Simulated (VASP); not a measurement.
# Ge2SbO3 (P6/mmm) in VASP: further runs

Runs on Ge2SbO3. Level: PBE. Tasks: single point, relaxation of cell and atoms.

All numbers are computed with VASP 6.6.1; they aren't measurements. Logs are shortened: lines on timing, memory, paths and dates and some standing lists are left out, and cuts for length are marked.

## 1. The cell of the first run

The structure is hexagonal, space group P6/mmm (No. 191). Conventional cell: a = 5.706 Å, b = 5.706 Å, c = 2.948 Å, α = 90.00°, β = 90.00°, γ = 120.00°. Ge (site symmetry -6m2) has 6 O at 2.21 Å and 2 Ge at 2.95 Å within 3.0 Å. Within 3.9 Å of Sb (site symmetry 6/mmm) lie 2 Sb at 2.95 Å and 12 O at 3.21 Å and 6 Ge at 3.29 Å. O (site symmetry mmm) has 4 Ge at 2.21 Å and 6 O at 2.85 to 2.95 Å within 3.0 Å.

The cell was generated, and may not be a known phase.

## 2. Single point, PBE

The input, INCAR:

```
  PREC = Accurate
  ENCUT = 520
  EDIFF = 1E-7
  ISMEAR = 0
  SIGMA = 0.1
  LREAL = False
  LASPH = True
  NELM = 100
  ALGO = Normal
  ISIF = 2
  LWAVE = False
  LCHARG = False
  GGA = PE
  NBANDS = 34
```

The input, KPOINTS:

```
regular mesh
0
Gamma
  6 6 6
```

The input, POSCAR:

```
Ge2SbO3
1.0
    5.7061759230      0.0000000000      0.0000000000
   -2.8530879615      4.9416933078      0.0000000000
    0.0000000000      0.0000000000      2.9477525648
Ge Sb O
2 1 3
Direct
    0.3333333333      0.6666666667      0.0000000000
    0.6666666667      0.3333333333      0.0000000000
    0.0000000000      0.0000000000      0.0000000000
    0.5000000000      0.0000000000      0.5000000000
    0.0000000000      0.5000000000      0.5000000000
    0.5000000000      0.5000000000      0.5000000000
```

Potentials or basis: VASP PAW PBE potentials, release 64 (Ge_d, Sb, O).

Launch:

```bash
$ cat potpaw_PBE.64/Ge_d/POTCAR potpaw_PBE.64/Sb/POTCAR potpaw_PBE.64/O/POTCAR > POTCAR
$ mpirun -np 1 vasp_std > vasp.out
```

OUTCAR:

```text
PREC = Accurate
   ENCUT = 520
   EDIFF = 1E-7
   ISMEAR = 0
   LREAL = False
   LASPH = True
   NELM = 100
   ISIF = 2
   GGA = PE

 ion  position               nearest neighbor table
   1  0.333  0.667  0.000-   5 2.21   5 2.21   4 2.21   4 2.21   6 2.21   6 2.21   3 3.29   3 3.29
                             3 3.29
   2  0.667  0.333  0.000-   5 2.21   5 2.21   4 2.21   4 2.21   6 2.21   6 2.21   3 3.29   3 3.29
                             3 3.29
   3  0.000  0.000  0.000-   1 3.29   2 3.29   2 3.29   1 3.29   2 3.29   1 3.29
   4  0.500  0.000  0.500-   1 2.21   2 2.21   1 2.21   2 2.21
   5  0.000  0.500  0.500-   1 2.21   2 2.21   1 2.21   2 2.21
   6  0.500  0.500  0.500-   1 2.21   2 2.21   1 2.21   2 2.21

  LATTYP: Found a hexagonal cell.
 ALAT       =     5.7061759230
 C/A-ratio  =     0.5165898501

  Lattice vectors:

 A1 = (   5.7061759230,   0.0000000000,   0.0000000000)
 A2 = (  -2.8530879615,   4.9416933078,   0.0000000000)
 A3 = (   0.0000000000,   0.0000000000,   2.9477525648)

Analysis of symmetry for initial positions (statically):
=====================================================================
 Subroutine PRICEL returns:
 Original cell was already a primitive cell.

 Routine SETGRP: Setting up the symmetry group for a
 hexagonal supercell.

 Subroutine GETGRP returns: Found 24 space group operations
 (whereof 24 operations were pure point group operations)
 out of a pool of 24 trial point group operations.

The static configuration has the point symmetry D_6h.

Analysis of symmetry for dynamics (positions and initial velocities):
=====================================================================
 Subroutine PRICEL returns:
 Original cell was already a primitive cell.

 Routine SETGRP: Setting up the symmetry group for a
 hexagonal supercell.

 Subroutine GETGRP returns: Found 24 space group operations
 (whereof 24 operations were pure point group operations)
 out of a pool of 24 trial point group operations.

The dynamic configuration has the point symmetry D_6h.

 Subroutine INISYM returns: Found 24 space group operations
 (whereof 24 operations are pure point group operations),
 and found     1 'primitive' translations

----------------------------------------------------------------------------------------

                                     Primitive cell

  volume of cell :      83.1212

  direct lattice vectors                    reciprocal lattice vectors
     5.706175923  0.000000000  0.000000000     0.175248715  0.101179893  0.000000000
    -2.853087961  4.941693308  0.000000000     0.000000000  0.202359786  0.000000000
     0.000000000  0.000000000  2.947752565     0.000000000  0.000000000  0.339241499

  length of vectors
     5.706175923  5.706175923  2.947752565     0.202359786  0.202359786  0.339241499

  position of ions in fractional coordinates (direct lattice)
     0.333333333  0.666666667  0.000000000
     0.666666667  0.333333333  0.000000000
     0.000000000  0.000000000  0.000000000
     0.500000000  0.000000000  0.500000000
     0.000000000  0.500000000  0.500000000
     0.500000000  0.500000000  0.500000000

  ion indices of the primitive-cell ions
   primitive index   ion index
                 1           1
                 2           2
                 3           3
                 4           4
                 5           5
                 6           6

----------------------------------------------------------------------------------------

 KPOINTS: regular mesh

Automatic generation of k-mesh.
 Grid dimensions read from file:
 generate k-points for:    6    6    6

 Generating k-lattice:

  Cartesian coordinates                     Fractional coordinates (reciprocal lattice)
     0.029208119  0.016863315  0.000000000     0.166666667  0.000000000  0.000000000
     0.000000000  0.033726631  0.000000000     0.000000000  0.166666667  0.000000000
     0.000000000  0.000000000  0.056540250     0.000000000  0.000000000  0.166666667

  Length of vectors
     0.033726631  0.033726631  0.056540250

  Shift w.r.t. Gamma in fractional coordinates (k-lattice)
     0.000000000  0.000000000  0.000000000

 Subroutine IBZKPT returns following result:
 ===========================================

 Found     28 irreducible k-points:

 Following reciprocal coordinates:
            Coordinates               Weight
  0.000000  0.000000  0.000000      1.000000
  0.166667 -0.000000  0.000000      6.000000
  0.333333  0.000000  0.000000      6.000000
  0.500000  0.000000  0.000000      3.000000
  0.166667  0.166667  0.000000      6.000000
  0.333333  0.166667  0.000000     12.000000
[... 16 lines left out ...]
  0.166667 -0.000000  0.500000      6.000000
  0.333333  0.000000  0.500000      6.000000
 [... further k-points ...]
   k-points           NKPTS =     28   k-points in BZ     NKDIM =     28   number of bands    NBANDS=     34
   number of dos      NEDOS =    301   number of ions     NIONS =      6
   total plane-waves  NPLWV =  42336
   dimension x,y,z NGX =    42 NGY =   42 NGZ =   24
   dimension x,y,z NGXF=    84 NGYF=   84 NGZF=   48
   ions per type =               2   1   3
   NGX,Y,Z   is equivalent  to a cutoff of  12.24, 12.24, 13.54 a.u.
   NGXF,Y,Z  is equivalent  to a cutoff of  24.47, 24.47, 27.07 a.u.
 SYSTEM =  unknown system
   PREC   = accura    normal or accurate (medium, high low for compatibility)
   ISTART =      0    job   : 0-new  1-cont  2-samecut
   ICHARG =      2    charge: 1-file 2-atom 10-const
   ISPIN  =      1    spin polarized calculation?
   LNONCOLLINEAR =      F non collinear calculations
   LSORBIT =      F    spin-orbit coupling
   LASPH  =      T    aspherical Exc in radial PAW
   ENCUT  =  520.0 eV  38.22 Ry    6.18 a.u.  10.61 10.61  5.48*2*pi/ulx,y,z
   NELM   =    100;   NELMIN=  2; NELMDL= -5     # of ELM steps
   EDIFF  = 0.1E-06   stopping-criterion for ELM
   LREAL  =      F    real-space projection
   EDIFFG = 0.1E-05   stopping-criterion for IOM
   NSW    =      0    number of steps for IOM
   IBRION =     -1    ionic relax: 0-MD 1-quasi-New 2-CG
   NFREE  =      0    steps in history (QN), initial steepest desc. (CG)
   ISIF   =      2    stress and relaxation
   ISYM   =      2    0-nonsym 1-usesym 2-fastsym
   POTIM  = 0.5000    time-step for ionic-motion
   TEBEG  =    0.0;   TEEND  =   0.0 temperature during run
   PSTRESS=    0.0 pullay stress
   NELECT =      51.0000    total number of electrons
   NUPDOWN=      -1.0000    fix difference up-down
   EMIN   =  10.00;   EMAX   =-10.00  energy-range for DOS
   EFERMI =   0.00;   METHOD = LEGACY
   ISMEAR =     0;   SIGMA  =   0.10  broadening in eV -4-tet -1-fermi 0-gaus
   EFERMI_NEDOS =   21; number of points for ismear=-14 and -15
   IALGO  =     38    algorithm
   IMIX   =      4    mixing-type and parameters
     AMIX     =   0.40;   BMIX     =  1.00
     AMIX_MAG =   1.60;   BMIX_MAG =  1.00
  volume/ion in A,a.u.               =      13.85        93.49
  Fermi-wavevector in a.u.,A,eV,Ry     =   1.391108  2.628813 26.329749  1.935182
  Thomas-Fermi vector in A             =   2.514979
   LORBIT       =      0    0 simple, 1 ext, 2 COOP (PROOUT), +10 PAW based schemes
   GGA     = PE    functional components
   LHFCALC =     F    Hartree Fock is set to
   AEXX    =    0.0000 exact exchange contribution
   IVDW    =     0    specifies the selected vdW correction
   LEPSILON=     F    determine dielectric tensor
   LRPA    =     F    only Hartree local field effects (RPA)
 non-spin polarized calculation
 Gauss-broadening in eV      SIGMA  =   0.10
  energy-cutoff  :      520.00
  volume of cell :       83.12
 maximum number of plane-waves:      2279
   NGX = 21   NGY = 21   NGZ = 11

 number of electron      51.0000012 magnetization

 Free energy of the ion-electron system (eV)
  ---------------------------------------------------
  ext. energy  EPLUGINS =         0.00000000
  ---------------------------------------------------
  free energy    TOTEN  =       -30.08358071 eV

  energy without entropy =      -30.04890646  energy(sigma->0) =      -30.06624358

 E-fermi :   7.0005     XC(G=0): -11.2556

 val. band max:        6.9916552679   @ k =   0.1667  -0.0000   0.1667
 cond. band min:       7.0042673058   @ k =   0.3333   0.0000   0.1667
 fundamental gap:      0.0126120379
 Fermi energy:         7.0004942167

 k-point     1 :       0.0000    0.0000    0.0000
  band No.  band energies     occupation
      1     -18.2282      2.00000
      2     -18.2131      2.00000
      3     -18.1778      2.00000
      4     -18.1778      2.00000
      5     -18.1464      2.00000
      6     -18.1464      2.00000
[... 26 lines left out ...]
     33      14.4700      0.00000
     34      14.6233      0.00000

 k-point     2 :       0.1667   -0.0000    0.0000
  band No.  band energies     occupation
      1     -18.2273      2.00000
      2     -18.2140      2.00000
      3     -18.1797      2.00000
      4     -18.1770      2.00000
      5     -18.1473      2.00000
      6     -18.1444      2.00000
[... 26 lines left out ...]
     33      13.9896      0.00000
     34      15.4681      0.00000

 k-point     3 :       0.3333    0.0000    0.0000
  band No.  band energies     occupation
      1     -18.2251      2.00000
      2     -18.2164      2.00000
      3     -18.1829      2.00000
      4     -18.1754      2.00000
      5     -18.1494      2.00000
      6     -18.1435      2.00000
[... 26 lines left out ...]
     33      14.2020      0.00000
     34      15.9979      0.00000
[... 704 lines left out ...]
 k-point    23 :       0.1667   -0.0000    0.5000
  band No.  band energies     occupation
      1     -18.2381      2.00000
      2     -18.2345      2.00000
      3     -18.1805      2.00000
      4     -18.1765      2.00000
      5     -18.1590      2.00000
      6     -18.1576      2.00000
[... 26 lines left out ...]
     33      13.8228      0.00000
     34      14.6321      0.00000

 k-point    24 :       0.3333    0.0000    0.5000
  band No.  band energies     occupation
      1     -18.2389      2.00000
      2     -18.2263      2.00000
      3     -18.1898      2.00000
      4     -18.1758      2.00000
      5     -18.1617      2.00000
      6     -18.1583      2.00000
[... 26 lines left out ...]
     33      13.7766      0.00000
     34      14.2972      0.00000

 [... further k-points ...]

------------------------ aborting loop because EDIFF is reached ----------------------------------------

  FORCE on cell =-STRESS in cart. coord.  units (eV):
  Direction    XX          YY          ZZ          XY          YZ          ZX
  --------------------------------------------------------------------------------------
  -------------------------------------------------------------------------------------
  Total       -0.0766868     -0.0766868      0.0440214      0.0000000      0.0000000     -0.0000000
  in kB       -1.4781518     -1.4781518      0.8485199      0.0000000      0.0000000     -0.0000000
  external PRESSURE =      -0.7025946 kB  Pullay stress =       0.0000000 kB

 VOLUME and BASIS-vectors are now :
 -----------------------------------------------------------------------------
  energy-cutoff  :      520.00
  volume of cell :       83.12
      direct lattice vectors                 reciprocal lattice vectors
     5.706175923  0.000000000  0.000000000     0.175248715  0.101179893  0.000000000
    -2.853087961  4.941693308  0.000000000     0.000000000  0.202359786  0.000000000
     0.000000000  0.000000000  2.947752565     0.000000000  0.000000000  0.339241499

 POSITION                                       TOTAL-FORCE (eV/Angst)
 -----------------------------------------------------------------------------------
     -0.00000      3.29446      0.00000         0.000000      0.000000     -0.000000
      2.85309      1.64723      0.00000        -0.000000      0.000000      0.000000
      0.00000      0.00000      0.00000        -0.000000      0.000000      0.000000
      2.85309      0.00000      1.47388        -0.000000      0.000000      0.000000
     -1.42654      2.47085      1.47388        -0.000000      0.000000      0.000000
      1.42654      2.47085      1.47388        -0.000000      0.000000      0.000000
 -----------------------------------------------------------------------------------
    total drift:                               -0.000000      0.000000      0.000000

  FREE ENERGIE OF THE ION-ELECTRON SYSTEM (eV)
  ---------------------------------------------------
  free  energy   TOTEN  =       -30.0835807051 eV

  energy  without entropy=      -30.0489064551  energy(sigma->0) =      -30.06624358
```

Run time: 60 s. Hardware: 1 thread of Oxide Virtual Turin-like, shared host; peak memory 0.2 GiB.

Results:

- Free energy: -30.0836 eV
- Pressure: -0.1 GPa
- Band gap on the k mesh: zero (an odd number of electrons rules out a gap without spin polarisation)

Caveat: spin-orbit coupling is left out, which moves the levels of the heavy elements; an odd number of electrons without spin polarisation forces a metal; a magnetic or distorted state may lie lower.

## 3. Relaxation of cell and atoms, PBE

This run uses another cell than the first one, of 15.91 Å³/atom.

The input, INCAR:

```
  PREC = Accurate
  ENCUT = 600
  EDIFF = 1E-6
  ISMEAR = 0
  SIGMA = 0.1
  LREAL = False
  LASPH = True
  NELM = 80
  ALGO = Normal
  ISIF = 3
  LWAVE = False
  LCHARG = False
  GGA = PE
  IBRION = 2
  NSW = 90
  EDIFFG = -0.04
```

The input, KPOINTS:

```
regular mesh
0
Gamma
  6 6 4
```

The input, POSCAR:

```
Ge2SbO3
1.0
    5.1864143200      0.0000000000      0.0000000000
   -2.5932071600      4.4915665500      0.0000000000
    0.0000000000      0.0000000000      4.0989152500
Ge Sb O
2 1 3
Direct
    0.3333333300      0.6666666700      0.0000000000
    0.6666666700      0.3333333300      0.0000000000
    0.0000000000      0.0000000000      0.0000000000
    0.5000000000      0.0000000000      0.5000000000
    0.0000000000      0.5000000000      0.5000000000
    0.5000000000      0.5000000000      0.5000000000
```

Potentials or basis: VASP PAW PBE potentials, release 64 (Ge_d, Sb, O).

Launch:

```bash
$ cat potpaw_PBE.64/Ge_d/POTCAR potpaw_PBE.64/Sb/POTCAR potpaw_PBE.64/O/POTCAR > POTCAR
$ mpirun -np 1 vasp_std > vasp.out
```

It took 14 min on 1 thread of Oxide Virtual Turin-like, shared host; peak memory 0.26 GiB.

Results (log left out):

| Quantity | Value |
| --- | --- |
| Free energy | -29.7919 eV |
| Relaxed volume | 13.91 Å³/atom |
| Relaxed cell | a = 5.701 Å, b = 5.701 Å, c = 2.965 Å, α = 90.00°, β = 90.00°, γ = 120.00° |
| Space group after relaxing (to 0.1 Å) | P6/mmm (No. 191) |
| Pressure after relaxing | 0.1 GPa |
| Band gap on the k mesh | zero (an odd number of electrons rules out a gap without spin polarisation) |

Final structure:
```
CELL_PARAMETERS angstrom
5.70066 0.00000 0.00000
-2.85033 4.93692 0.00000
0.00000 0.00000 2.96470
ATOMIC_POSITIONS crystal
Ge 0.33333 0.66667 0.00000
Ge 0.66667 0.33333 0.00000
Sb 0.00000 0.00000 0.00000
O 0.50000 0.00000 0.50000
O 0.00000 0.50000 0.50000
O 0.50000 0.50000 0.50000
```

Levels at points of the mesh, in eV from the Fermi level:
| k point | band 23 | band 24 | band 25 | band 26 | band 27 | band 28 |
| --- | --- | --- | --- | --- | --- | --- |
| (0.00, 0.00, 0.00) | -2.71 | -2.23 | 0.65 | 0.65 | 1.65 | 1.65 |
| (0.50, 0.00, 0.00) | -2.71 | -2.53 | -0.12 | 0.01 | 0.02 | 4.16 |
| (0.00, 0.00, 0.50) | -2.36 | -2.36 | -1.88 | -1.17 | -1.17 | 2.29 |
| (0.50, 0.00, 0.50) | -2.17 | -2.13 | -1.96 | -0.23 | 0.04 | 1.26 |

Caveat: the k points lie up to 0.53 Å⁻¹ apart in the final cell, too coarse for converged energies and pressures of a metal; a cell axis changed by over 15 % at a fixed basis, so the end point is rough; spin-orbit coupling is left out, which moves the levels of the heavy elements; an odd number of electrons without spin polarisation forces a metal; a magnetic or distorted state may lie lower.

The gap in the log of VASP goes by the Fermi energy; the results here count the filled bands.